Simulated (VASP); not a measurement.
# LiFeN (P-6m2) in VASP: a series of runs

The runs below take LiFeN through single point, with PBE.

Everything below comes from runs of VASP 6.6.1. Logs are shortened: lines on timing, memory, paths and dates and some standing lists are left out, and cuts for length are marked.

**1. The cell of the first run**

The structure is hexagonal, space group P-6m2 (No. 187). Conventional cell: a = 3.101 Å, b = 3.101 Å, c = 4.145 Å, α = 90.00°, β = 90.00°, γ = 120.00°. Within 2.4 Å of Fe (site symmetry -6m2) lie 3 N at 1.79 Å. N (site symmetry -6m2) has 3 Fe at 1.79 Å and 2 Li at 2.07 Å within 2.4 Å. Li (site symmetry -6m2) has 2 N at 2.07 Å within 2.7 Å.

**2. Single point, PBE, collinear spin, ferromagnetic start**

Contents of INCAR:

```
PREC = Accurate
ENCUT = 520
EDIFF = 1E-6
ISMEAR = -1
SIGMA = 0.05
LREAL = F
LASPH = T
NELM = 150
ALGO = Normal
ISIF = 2
LWAVE = F
LCHARG = T
ISPIN = 2
MAGMOM = 0.55 0 0
LORBIT = 11
LMAXMIX = 4
GGA = PE
LELF = T
LVHAR = T
NBANDS = 19
```

Contents of KPOINTS:

```
regular mesh
0
Gamma
  10 10 7
```

Contents of POSCAR:

```
LiFeN
1.0
    3.1006003459      0.0000000000      0.0000000000
   -1.5503001729      2.6851986665      0.0000000000
    0.0000000000      0.0000000000      4.1453390000
Fe N Li
1 1 1
Direct
    0.3333333333      0.6666666667      0.5000000000
    0.0000000000      0.0000000000      0.5000000000
    0.0000000000      0.0000000000      0.0000000000
```

Potentials or basis: VASP PAW PBE potentials, release 64 (Fe, N, Li_sv).

The run is started by

```sh
cat potpaw_PBE.64/Fe/POTCAR potpaw_PBE.64/N/POTCAR potpaw_PBE.64/Li_sv/POTCAR > POTCAR
mpirun -np 1 vasp_std > vasp.out
```

OUTCAR:

```text
PREC = Accurate
   ENCUT = 520
   EDIFF = 1E-6
   ISMEAR = -1
   LREAL = F
   LASPH = T
   NELM = 150
   ISIF = 2
   ISPIN = 2
   LORBIT = 11
   GGA = PE

 ion  position               nearest neighbor table
   1  0.333  0.667  0.500-   2 1.79   2 1.79   2 1.79   3 2.74   3 2.74   3 2.74   3 2.74   3 2.74
                             3 2.74
   2  0.000  0.000  0.500-   1 1.79   1 1.79   1 1.79   3 2.07   3 2.07
   3  0.000  0.000  0.000-   2 2.07   2 2.07   1 2.74   1 2.74   1 2.74   1 2.74   1 2.74   1 2.74

  LATTYP: Found a hexagonal cell.
 ALAT       =     3.1006003459
 C/A-ratio  =     1.3369472159

  Lattice vectors:

 A1 = (   3.1006003459,   0.0000000000,   0.0000000000)
 A2 = (  -1.5503001729,   2.6851986665,   0.0000000000)
 A3 = (   0.0000000000,   0.0000000000,   4.1453390000)

Analysis of symmetry for initial positions (statically):
=====================================================================
 Subroutine PRICEL returns:
 Original cell was already a primitive cell.

 Routine SETGRP: Setting up the symmetry group for a
 hexagonal supercell.

 Subroutine GETGRP returns: Found 12 space group operations
 (whereof 12 operations were pure point group operations)
 out of a pool of 24 trial point group operations.

The static configuration has the point symmetry D_3h.

Analysis of symmetry for dynamics (positions and initial velocities):
=====================================================================
 Subroutine PRICEL returns:
 Original cell was already a primitive cell.

 Routine SETGRP: Setting up the symmetry group for a
 hexagonal supercell.

 Subroutine GETGRP returns: Found 12 space group operations
 (whereof 12 operations were pure point group operations)
 out of a pool of 24 trial point group operations.

The dynamic configuration has the point symmetry D_3h.

Analysis of structural, dynamic, and magnetic symmetry:
=====================================================================
 Subroutine PRICEL returns:
 Original cell was already a primitive cell.

 Routine SETGRP: Setting up the symmetry group for a
 hexagonal supercell.

 Subroutine GETGRP returns: Found 12 space group operations
 (whereof 12 operations were pure point group operations)
 out of a pool of 24 trial point group operations.

The overall configuration has the point symmetry D_3h.

 Subroutine INISYM returns: Found 12 space group operations
 (whereof 12 operations are pure point group operations),
 and found     1 'primitive' translations

----------------------------------------------------------------------------------------

                                     Primitive cell

  volume of cell :      34.5130

  direct lattice vectors                    reciprocal lattice vectors
     3.100600346  0.000000000  0.000000000     0.322518186  0.186205962  0.000000000
    -1.550300173  2.685198666  0.000000000     0.000000000  0.372411923  0.000000000
     0.000000000  0.000000000  4.145339000     0.000000000  0.000000000  0.241234794

  length of vectors
     3.100600346  3.100600346  4.145339000     0.372411923  0.372411923  0.241234794

  position of ions in fractional coordinates (direct lattice)
     0.333333333  0.666666667  0.500000000
     0.000000000  0.000000000  0.500000000
     0.000000000  0.000000000  0.000000000

  ion indices of the primitive-cell ions
   primitive index   ion index
                 1           1
                 2           2
                 3           3

----------------------------------------------------------------------------------------

 KPOINTS: regular mesh

Automatic generation of k-mesh.
 Grid dimensions read from file:
 generate k-points for:   10   10    7

 Generating k-lattice:

  Cartesian coordinates                     Fractional coordinates (reciprocal lattice)
     0.032251819  0.018620596  0.000000000     0.100000000  0.000000000  0.000000000
     0.000000000  0.037241192  0.000000000     0.000000000  0.100000000  0.000000000
     0.000000000  0.000000000  0.034462113     0.000000000  0.000000000  0.142857143

  Length of vectors
     0.037241192  0.037241192  0.034462113

  Shift w.r.t. Gamma in fractional coordinates (k-lattice)
     0.000000000  0.000000000  0.000000000

 Subroutine IBZKPT returns following result:
 ===========================================

 Found     56 irreducible k-points:

 Following reciprocal coordinates:
            Coordinates               Weight
  0.000000  0.000000  0.000000      1.000000
  0.100000  0.000000  0.000000      6.000000
  0.200000  0.000000  0.000000      6.000000
  0.300000  0.000000  0.000000      6.000000
  0.400000  0.000000  0.000000      6.000000
  0.500000  0.000000  0.000000      3.000000
[... 16 lines left out ...]
  0.300000  0.100000  0.142857     24.000000
  0.400000  0.100000  0.142857     24.000000
 [... further k-points ...]
   k-points           NKPTS =     56   k-points in BZ     NKDIM =     56   number of bands    NBANDS=     19
   number of dos      NEDOS =    301   number of ions     NIONS =      3
   total plane-waves  NPLWV =  18432
   dimension x,y,z NGX =    24 NGY =   24 NGZ =   32
   dimension x,y,z NGXF=    48 NGYF=   48 NGZF=   64
   ions per type =               1   1   1
   NGX,Y,Z   is equivalent  to a cutoff of  12.87, 12.87, 12.83 a.u.
   NGXF,Y,Z  is equivalent  to a cutoff of  25.74, 25.74, 25.67 a.u.
 SYSTEM =  unknown system
   PREC   = accura    normal or accurate (medium, high low for compatibility)
   ISTART =      0    job   : 0-new  1-cont  2-samecut
   ICHARG =      2    charge: 1-file 2-atom 10-const
   ISPIN  =      2    spin polarized calculation?
   LNONCOLLINEAR =      F non collinear calculations
   LSORBIT =      F    spin-orbit coupling
   LASPH  =      T    aspherical Exc in radial PAW
   ENCUT  =  520.0 eV  38.22 Ry    6.18 a.u.   5.77  5.77  7.71*2*pi/ulx,y,z
   NELM   =    150;   NELMIN=  2; NELMDL= -5     # of ELM steps
   EDIFF  = 0.1E-05   stopping-criterion for ELM
   LREAL  =      F    real-space projection
   EDIFFG = 0.1E-04   stopping-criterion for IOM
   NSW    =      0    number of steps for IOM
   IBRION =     -1    ionic relax: 0-MD 1-quasi-New 2-CG
   NFREE  =      0    steps in history (QN), initial steepest desc. (CG)
   ISIF   =      2    stress and relaxation
   ISYM   =      2    0-nonsym 1-usesym 2-fastsym
   POTIM  = 0.5000    time-step for ionic-motion
   TEBEG  =    0.0;   TEEND  =   0.0 temperature during run
   PSTRESS=    0.0 pullay stress
   NELECT =      16.0000    total number of electrons
   NUPDOWN=      -1.0000    fix difference up-down
   EMIN   =  10.00;   EMAX   =-10.00  energy-range for DOS
   EFERMI =   0.00;   METHOD = LEGACY
   ISMEAR =    -1;   SIGMA  =   0.05  broadening in eV -4-tet -1-fermi 0-gaus
   EFERMI_NEDOS =   21; number of points for ismear=-14 and -15
   IALGO  =     38    algorithm
   IMIX   =      4    mixing-type and parameters
     AMIX     =   0.40;   BMIX     =  1.00
     AMIX_MAG =   1.60;   BMIX_MAG =  1.00
  volume/ion in A,a.u.               =      11.50        77.63
  Fermi-wavevector in a.u.,A,eV,Ry     =   1.267031  2.394342 21.842368  1.605369
  Thomas-Fermi vector in A             =   2.400201
   LORBIT       =     11    0 simple, 1 ext, 2 COOP (PROOUT), +10 PAW based schemes
   GGA     = PE    functional components
   LHFCALC =     F    Hartree Fock is set to
   AEXX    =    0.0000 exact exchange contribution
   IVDW    =     0    specifies the selected vdW correction
   LEPSILON=     F    determine dielectric tensor
   LRPA    =     F    only Hartree local field effects (RPA)
 spin polarized calculation
  energy-cutoff  :      520.00
  volume of cell :       34.51
 maximum number of plane-waves:       944
 NGX is ok and might be reduce to    24
   NGX = 11   NGY = 11   NGZ = 15

 number of electron      15.9999985 magnetization       0.0249026

 Free energy of the ion-electron system (eV)
  ---------------------------------------------------
  ext. energy  EPLUGINS =         0.00000000
  ---------------------------------------------------
  free energy    TOTEN  =       -18.94409141 eV

  energy without entropy =      -18.92663974  energy(sigma->0) =      -18.93536558

 E-fermi :   3.8086     XC(G=0): -10.2458

 val. band max:        3.8068930595   @ k =   0.4000   0.2000   0.4286
 cond. band min:       3.8158276992   @ k =   0.4000   0.2000   0.0000
 fundamental gap:      0.0089346397
 Fermi energy:         3.8085888545

 spin component 1

 k-point     1 :       0.0000    0.0000    0.0000
  band No.  band energies     occupation
      1     -41.9746      1.00000
      2     -12.4775      1.00000
      3      -2.4637      1.00000
      4      -2.4637      1.00000
      5      -1.0826      1.00000
      6       1.1295      1.00000
[... 11 lines left out ...]
     18      21.5799      0.00000
     19      23.4958      0.00000
[... 485 lines left out ...]
 k-point    24 :       0.4000    0.1000    0.1429
  band No.  band energies     occupation
      1     -41.9635      1.00000
      2     -11.4334      1.00000
      3      -2.6318      1.00000
      4      -1.3228      1.00000
      5      -0.7791      1.00000
      6       2.0937      1.00000
[... 11 lines left out ...]
     18      20.3004      0.00000
     19      22.3340      0.00000

 [... further k-points ...]

 spin component 2

 k-point     1 :       0.0000    0.0000    0.0000
  band No.  band energies     occupation
      1     -41.9749      1.00000
      2     -12.4774      1.00000
      3      -2.4527      1.00000
      4      -2.4527      1.00000
      5      -1.0816      1.00000
      6       1.1370      1.00000
[... 11 lines left out ...]
     18      21.5770      0.00000
     19      23.4965      0.00000
[... 485 lines left out ...]
 k-point    24 :       0.4000    0.1000    0.1429
  band No.  band energies     occupation
      1     -41.9637      1.00000
      2     -11.4333      1.00000
      3      -2.6289      1.00000
      4      -1.3171      1.00000
      5      -0.7722      1.00000
      6       2.1113      1.00000
[... 11 lines left out ...]
     18      20.3027      0.00000
     19      22.3330      0.00000

 [... further k-points ...]
[... 5 lines left out ...]
  --------------------------------------------------------------------------------------
  -------------------------------------------------------------------------------------
  Total        0.0793661      0.0793661     -0.1624428      0.0000000      0.0000000      0.0000000
  in kB        3.6843712      3.6843712     -7.5409955      0.0000000      0.0000000      0.0000000
  external PRESSURE =      -0.0574177 kB  Pullay stress =       0.0000000 kB

 VOLUME and BASIS-vectors are now :
 -----------------------------------------------------------------------------
  energy-cutoff  :      520.00
  volume of cell :       34.51
      direct lattice vectors                 reciprocal lattice vectors
     3.100600346  0.000000000  0.000000000     0.322518186  0.186205962  0.000000000
    -1.550300173  2.685198666  0.000000000     0.000000000  0.372411923  0.000000000
     0.000000000  0.000000000  4.145339000     0.000000000  0.000000000  0.241234794

 POSITION                                       TOTAL-FORCE (eV/Angst)
 -----------------------------------------------------------------------------------
     -0.00000      1.79013      2.07267        -0.000000      0.000000      0.000000
      0.00000      0.00000      2.07267         0.000000     -0.000000      0.000000
      0.00000      0.00000      0.00000         0.000000     -0.000000      0.000000
 -----------------------------------------------------------------------------------
    total drift:                               -0.000001      0.000001     -0.000000

  FREE ENERGIE OF THE ION-ELECTRON SYSTEM (eV)
  ---------------------------------------------------
  free  energy   TOTEN  =       -18.9440914119 eV

  energy  without entropy=      -18.9266397426  energy(sigma->0) =      -18.93536558

 total charge

# of ion       s       p       d       tot
------------------------------------------
    1        0.538   0.627   6.512   7.676
    2        1.271   2.447   0.000   3.718
    3        2.027   0.066   0.000   2.093
--------------------------------------------------
tot          3.836   3.139   6.512  13.487

 magnetization (x)

# of ion       s       p       d       tot
------------------------------------------
    1        0.000   0.001   0.025   0.026
    2        0.000  -0.001   0.000  -0.001
    3       -0.000  -0.000   0.000  -0.000
--------------------------------------------------
tot          0.000  -0.001   0.025   0.025
```

Run time: 2.3 min. Hardware: 1 thread of Intel Xeon 8259CL, shared host; peak memory 0.2 GiB.

What came out:

```yaml
Free_energy: -18.9441 eV
Band_gap_on_the_k_mesh: zero (filled and empty bands overlap)
Net_moment: 0.02 μB per cell
Site_moments: Fe +0.03; N -0.00; Li -0.00 μB
Valence_electrons_inside_the_program's_atomic_spheres: Fe 7.68; N 3.72; Li 2.09
```

Caveat: the cutoff is under 1.25 times the usual one of these potentials, so pressure, stress and relaxed cells hold a basis-set (Pulay) error.

**3. Single point, PBE, collinear spin, ferromagnetic start**

Contents of INCAR:

```
  ALGO = Normal
  EDIFF = 1E-6
  ENCUT = 520
  GGA = PE
  ISIF = 2
  ISMEAR = -1
  ISPIN = 2
  LASPH = True
  LCHARG = True
  LELF = True
  LMAXMIX = 4
  LORBIT = 11
  LREAL = False
  LVHAR = True
  LWAVE = False
  MAGMOM = 3 0 0
  NBANDS = 19
  NELM = 150
  PREC = Accurate
  SIGMA = 0.05
```

Contents of KPOINTS:

```
k-points
0
Gamma
  10 10 7
```

POSCAR is that of step 2.

Potentials or basis: VASP PAW PBE potentials, release 64 (Fe, N, Li_sv).

The run is started by

```sh
cat potpaw_PBE.64/Fe/POTCAR potpaw_PBE.64/N/POTCAR potpaw_PBE.64/Li_sv/POTCAR > POTCAR
mpirun -np 1 vasp_std > vasp.out
```

Run time: 52 s. Hardware: 1 thread of Intel Xeon Platinum 8488C (Sapphire Rapids), shared host; peak memory 0.19 GiB.

It converged, with:

```yaml
Free_energy: -18.9441 eV
Net_moment: 0.05 μB per cell
Site_moments: Fe +0.05; N -0.00; Li -0.00 μB
Valence_electrons_inside_the_program's_atomic_spheres: Fe 7.68; N 3.72; Li 2.09
```

Levels at points of the mesh, in eV from the Fermi level:
Spin up:
| k point | band 4 | band 5 | band 6 | band 7 | band 8 | band 9 | band 10 | band 11 | band 12 | band 13 |
| --- | --- | --- | --- | --- | --- | --- | --- | --- | --- | --- |
| (0.00, 0.00, 0.00) | -6.28 | -4.89 | -2.68 | -0.81 | -0.81 | 2.25 | 3.72 | 3.72 | 8.21 | 9.33 |
| (0.50, 0.00, 0.00) | -5.17 | -4.52 | -1.76 | -1.14 | -1.02 | 0.26 | 0.72 | 4.25 | 6.03 | 7.46 |
Spin down:
```tsv
k point	band 4	band 5	band 6	band 7	band 8	band 9	band 10	band 11	band 12	band 13
(0.00, 0.00, 0.00)	-6.26	-4.89	-2.67	-0.76	-0.76	2.27	3.76	3.76	8.21	9.34
(0.50, 0.00, 0.00)	-5.16	-4.50	-1.73	-1.09	-0.98	0.31	0.75	4.25	6.04	7.47
```

Caveat: the cutoff is under 1.25 times the usual one of these potentials, so pressure, stress and relaxed cells hold a basis-set (Pulay) error; the starting moments collapsed, and a magnetic state may lie lower.
